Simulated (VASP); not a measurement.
# Zr2AlN3 (P6_3mc) in VASP: further runs, part 2 of 3

VASP 6.6.1. The steps go on from the part before.

### Step 3. Single point, PBE

This run uses another cell than the first one, of 13.90 Å³/atom, 1.039 times its volume.

The input, INCAR:

```
SYSTEM = Zr2AlN3
PREC = Accurate ; ENCUT = 520
EDIFF = 1E-6 ; ISMEAR = 0
SIGMA = 0.1 ; LREAL = .FALSE.
LASPH = .TRUE. ; NELM = 100
ALGO = Normal ; ISIF = 2
LWAVE = .FALSE. ; LCHARG = .FALSE.
GGA = PE ; NBANDS = 54
```

The input, KPOINTS:

```
Automatic mesh
0
G
  6 6 1
  0 0 0
```

The input, POSCAR:

```
Zr2AlN3
1.0
    3.4023249821      0.0000000000      0.0000000000
   -1.7011624911      2.9464998664      0.0000000000
    0.0000000000      0.0000000000     16.6394274964
Zr Al N
4 2 6
Direct
    0.3333333333      0.6666666667      0.0042365663
    0.3333333333      0.6666666667      0.3299103127
    0.6666666667      0.3333333333      0.5042365663
    0.6666666667      0.3333333333      0.8299103127
    0.3333333333      0.6666666667      0.6664413423
    0.6666666667      0.3333333333      0.1664413423
    0.3333333333      0.6666666667      0.1386072408
    0.3333333333      0.6666666667      0.4602895150
    0.3333333333      0.6666666667      0.7805150230
    0.6666666667      0.3333333333      0.2805150230
    0.6666666667      0.3333333333      0.6386072408
    0.6666666667      0.3333333333      0.9602895150
```

Potentials or basis: VASP PAW PBE potentials, release 64 (Zr_sv, Al, N).

The run is started by

```bash
cat potpaw_PBE.64/Zr_sv/POTCAR potpaw_PBE.64/Al/POTCAR potpaw_PBE.64/N/POTCAR > POTCAR
mpirun -np 1 vasp_std > vasp.out
```

OUTCAR:

```text
SYSTEM = Zr2AlN3
   PREC = Accurate
   ENCUT = 520
   EDIFF = 1E-6
   ISMEAR = 0
   LREAL = .FALSE.
   LASPH = .TRUE.
   NELM = 100
   ISIF = 2
   GGA = PE

 ion  position               nearest neighbor table
   1  0.333  0.667  0.004-  12 2.10  12 2.10  12 2.10   7 2.24   6 3.34   6 3.34   6 3.34   4 3.50
                             4 3.50   4 3.50
   2  0.333  0.667  0.330-  10 2.13  10 2.13  10 2.13   8 2.17   6 3.36   6 3.36   6 3.36   3 3.50
                             3 3.50   3 3.50
   3  0.667  0.333  0.504-   8 2.10   8 2.10   8 2.10  11 2.24   5 3.34   5 3.34   5 3.34   2 3.50
                             2 3.50   2 3.50
   4  0.667  0.333  0.830-   9 2.13   9 2.13   9 2.13  12 2.17   5 3.36   5 3.36   5 3.36   1 3.50
                             1 3.50   1 3.50
   5  0.333  0.667  0.666-   9 1.90  11 2.02  11 2.02  11 2.02   3 3.34   3 3.34   3 3.34   4 3.36
                             4 3.36   4 3.36
   6  0.667  0.333  0.166-  10 1.90   7 2.02   7 2.02   7 2.02   1 3.34   1 3.34   1 3.34   2 3.36
                             2 3.36   2 3.36
   7  0.333  0.667  0.139-   6 2.02   6 2.02   6 2.02   1 2.24
   8  0.333  0.667  0.460-   3 2.10   3 2.10   3 2.10   2 2.17
   9  0.333  0.667  0.781-   5 1.90   4 2.13   4 2.13   4 2.13
  10  0.667  0.333  0.281-   6 1.90   2 2.13   2 2.13   2 2.13
  11  0.667  0.333  0.639-   5 2.02   5 2.02   5 2.02   3 2.24
  12  0.667  0.333  0.960-   1 2.10   1 2.10   1 2.10   4 2.17

  LATTYP: Found a hexagonal cell.
 ALAT       =     3.4023249821
 C/A-ratio  =     4.8906049786

  Lattice vectors:

 A1 = (   3.4023249821,   0.0000000000,   0.0000000000)
 A2 = (  -1.7011624911,   2.9464998664,   0.0000000000)
 A3 = (   0.0000000000,   0.0000000000,  16.6394274964)

Analysis of symmetry for initial positions (statically):
=====================================================================
 Subroutine PRICEL returns:
 Original cell was already a primitive cell.

 Routine SETGRP: Setting up the symmetry group for a
 hexagonal supercell.

 Subroutine GETGRP returns: Found 12 space group operations
 (whereof  6 operations were pure point group operations)
[... 154 lines left out ...]
  volume of cell :      166.81
 maximum number of plane-waves:      4505
 NGX is ok and might be reduce to    28
   NGX = 13   NGY = 13   NGZ = 61

 number of electron      83.9999994 magnetization

 Free energy of the ion-electron system (eV)
  ---------------------------------------------------
  ext. energy  EPLUGINS =         0.00000000
  ---------------------------------------------------
  free energy    TOTEN  =      -105.86247709 eV

  energy without entropy =     -105.82460734  energy(sigma->0) =     -105.84354221

 E-fermi :   9.0351     XC(G=0): -10.9411

 val. band max:        8.9514688132   @ k =   0.0000   0.0000   0.0000
 cond. band min:       9.0544253039   @ k =   0.1667   0.0000   0.0000
 fundamental gap:      0.1029564907
 Fermi energy:         9.0351278274

 k-point     1 :       0.0000    0.0000    0.0000
  band No.  band energies     occupation
      1     -40.6440      2.00000
      2     -40.6439      2.00000
      3     -40.4861      2.00000
      4     -40.4861      2.00000
      5     -19.0277      2.00000
      6     -19.0232      2.00000
[... 388 lines left out ...]
     53      12.0991      0.00000
     54      12.0991      0.00000

------------------------ aborting loop because EDIFF is reached ----------------------------------------

  FORCE on cell =-STRESS in cart. coord.  units (eV):
  Direction    XX          YY          ZZ          XY          YZ          ZX
  --------------------------------------------------------------------------------------
  -------------------------------------------------------------------------------------
  Total        0.1434500      0.1434500      0.2735390     -0.0000000      0.0000000      0.0000000
  in kB        1.3778137      1.3778137      2.6272975     -0.0000000      0.0000000      0.0000000
  external PRESSURE =       1.7943083 kB  Pullay stress =       0.0000000 kB

 VOLUME and BASIS-vectors are now :
 -----------------------------------------------------------------------------
  energy-cutoff  :      520.00
  volume of cell :      166.81
      direct lattice vectors                 reciprocal lattice vectors
     3.402324982  0.000000000  0.000000000     0.293916661  0.169692864  0.000000000
    -1.701162491  2.946499866  0.000000000     0.000000000  0.339385727  0.000000000
     0.000000000  0.000000000 16.639427496     0.000000000  0.000000000  0.060098222

 POSITION                                       TOTAL-FORCE (eV/Angst)
 -----------------------------------------------------------------------------------
     -0.00000      1.96433      0.07049         0.000000     -0.000000     -0.012410
     -0.00000      1.96433      5.48952        -0.000000     -0.000000      0.029433
      1.70116      0.98217      8.39021         0.000000      0.000000     -0.012410
      1.70116      0.98217     13.80923        -0.000000      0.000000      0.029433
     -0.00000      1.96433     11.08920        -0.000000     -0.000000      0.018146
      1.70116      0.98217      2.76949        -0.000000     -0.000000      0.018146
     -0.00000      1.96433      2.30635        -0.000000      0.000000      0.002750
     -0.00000      1.96433      7.65895         0.000000     -0.000000     -0.008399
     -0.00000      1.96433     12.98732        -0.000000     -0.000000     -0.029520
      1.70116      0.98217      4.66761        -0.000000      0.000000     -0.029520
      1.70116      0.98217     10.62606         0.000000     -0.000000      0.002750
      1.70116      0.98217     15.97867        -0.000000      0.000000     -0.008399
 -----------------------------------------------------------------------------------
    total drift:                                0.000000      0.000000     -0.000316

  FREE ENERGIE OF THE ION-ELECTRON SYSTEM (eV)
  ---------------------------------------------------
  free  energy   TOTEN  =      -105.8624770891 eV

  energy  without entropy=     -105.8246073403  energy(sigma->0) =     -105.84354221
```

stdout:

```text
POSCAR found type information on POSCAR ZrAlN
 POSCAR found :  3 types and      12 ions
 scaLAPACK will be used
 LDA part: xc-table for (Slater+PW92), standard interpolation
 POSCAR, INCAR and KPOINTS ok, starting setup
 FFT: planning ... GRIDC
 FFT: planning ... GRID_SOFT
 FFT: planning ... GRID
 WAVECAR not read
 entering main loop
```

It took 67 s on 1 thread of Intel Xeon Platinum 8488C (Sapphire Rapids), shared host; peak memory 0.31 GiB.

What came out:

```yaml
Free_energy: -105.8625 eV
Pressure: 0.2 GPa
Largest_force: 0.030 eV/Å
Band_gap_on_the_k_mesh: zero (band 42 reaches 9.13 eV, above the bottom of band 43 at 8.68 eV)
```

Forces on the atoms (eV/Å):
```
Zr   0.000  0.000 -0.012
Zr   0.000  0.000  0.029
Zr   0.000  0.000 -0.012
Zr   0.000  0.000  0.029
Al   0.000  0.000  0.018
Al   0.000  0.000  0.018
N    0.000  0.000  0.003
N    0.000  0.000 -0.008
N    0.000  0.000 -0.030
N    0.000  0.000 -0.030
N    0.000  0.000  0.003
N    0.000  0.000 -0.008
```

Stress tensor (GPa, compression positive):
```
0.14 0.00 0.00
0.00 0.14 0.00
0.00 0.00 0.26
```

Caveat: the k points lie up to 0.38 Å⁻¹ apart.

### Step 4. Relaxation of cell and atoms, PBE

The input, INCAR:

```
SYSTEM = Zr2AlN3
  PREC = Accurate
  ENCUT = 600
  EDIFF = 1E-6
  ISMEAR = 0
  SIGMA = 0.1
  LREAL = .False.
  LASPH = .True.
  NELM = 60
  ALGO = Normal
  ISIF = 3
  LWAVE = .False.
  LCHARG = .False.
  GGA = PE
  IBRION = 2
  NSW = 90
  EDIFFG = -0.04
```

The input, KPOINTS:

```
Automatic mesh
0
Gamma
  6 6 1
  0 0 0
```

The input, POSCAR:

```
Zr2AlN3
1.0
    3.3805428000      0.0000000000      0.0000000000
   -1.6902714000      2.9276359500      0.0000000000
    0.0000000000      0.0000000000     16.2272569500
Zr Al N
4 2 6
Direct
    0.3333333300      0.6666666700      0.0000000000
    0.3333333300      0.6666666700      0.3333333300
    0.6666666700      0.3333333300      0.5000000000
    0.6666666700      0.3333333300      0.8333333300
    0.3333333300      0.6666666700      0.6666666700
    0.6666666700      0.3333333300      0.1666666700
    0.3333333300      0.6666666700      0.1266666700
    0.3333333300      0.6666666700      0.4600000000
    0.3333333300      0.6666666700      0.7933333300
    0.6666666700      0.3333333300      0.2933333300
    0.6666666700      0.3333333300      0.6266666700
    0.6666666700      0.3333333300      0.9600000000
```

The run is started by

```bash
cat potpaw_PBE.64/Zr_sv/POTCAR potpaw_PBE.64/Al/POTCAR potpaw_PBE.64/N/POTCAR > POTCAR
mpirun -np 1 vasp_std > vasp.out
```

Wall time 8.5 min (1 thread of Intel Xeon Platinum 8488C (Sapphire Rapids), shared host); peak memory 0.35 GiB.

It converged, with:

```
Free energy                            : -105.8643 eV
Relaxed volume                         : 13.89 Å³/atom
Relaxed cell                           : a = 3.400 Å, b = 3.400 Å, c = 16.650 Å, α = 90.00°, β = 90.00°, γ = 120.00°
Space group after relaxing (to 0.05 Å) : P6_3mc (No. 186)
Energy gained by relaxing              : 128.2 meV/atom
Ionic steps                            : 10
Pressure after relaxing                : 0.2 GPa
Largest force after relaxing           : 0.035 eV/Å
Band gap on the k mesh                 : zero (band 42 reaches 9.13 eV, above the bottom of band 43 at 8.68 eV)
```

Forces in eV/Å, atoms in the order of the input:
```
Zr   0.000  0.000 -0.028
Zr   0.000  0.000  0.015
Zr   0.000  0.000 -0.028
Zr   0.000  0.000  0.015
Al   0.000  0.000  0.021
Al   0.000  0.000  0.021
N    0.000  0.000  0.026
N    0.000  0.000 -0.035
N    0.000  0.000  0.001
N    0.000  0.000  0.001
N    0.000  0.000  0.026
N    0.000  0.000 -0.035
```

Stress tensor (GPa, compression positive):
```
0.19 0.00 0.00
0.00 0.19 0.00
0.00 0.00 0.27
```

The path:
```tsv
step	energy change (eV)	largest force (eV/Å)	pressure (GPa)	volume (Å³)
1	0.0000	3.3537	12.40	160.60
2	-0.3836	1.4623	-13.89	185.89
3	-1.0390	1.2633	-4.36	173.85
4	-1.4170	0.8194	-1.28	169.08
5	-1.4708	0.8402	0.79	166.59
6	-1.5302	0.2314	-0.05	167.14
7	-1.5306	0.2102	0.00	167.10
8	-1.5374	0.0880	-0.22	167.15
9	-1.5374	0.0809	-0.21	167.15
10	-1.5382	0.0348	0.21	166.72
```

Final structure:
```
CELL_PARAMETERS angstrom
3.40033 0.00000 0.00000
-1.70017 2.94477 0.00000
0.00000 0.00000 16.65037
ATOMIC_POSITIONS crystal
Zr 0.33333 0.66667 0.00434
Zr 0.33333 0.66667 0.33004
Zr 0.66667 0.33333 0.50434
Zr 0.66667 0.33333 0.83004
Al 0.33333 0.66667 0.66638
Al 0.66667 0.33333 0.16638
N 0.33333 0.66667 0.13837
N 0.33333 0.66667 0.46054
N 0.33333 0.66667 0.78032
N 0.66667 0.33333 0.28032
N 0.66667 0.33333 0.63837
N 0.66667 0.33333 0.96054
```

Levels at points of the mesh, in eV from the Fermi level:
```csv
k point,band 38,band 39,band 40,band 41,band 42,band 43,band 44,band 45,band 46,band 47
"(0.00, 0.00, 0.00)",-3.85,-3.83,-3.83,-0.66,-0.08,0.68,0.96,0.96,1.11,1.11
"(0.50, 0.00, 0.00)",-3.64,-3.53,-3.47,-0.54,-0.45,0.29,0.38,0.70,0.72,1.42
```

Caveat: the k points lie up to 0.38 Å⁻¹ apart in the final cell.

(Continued in part 3 of 3.)
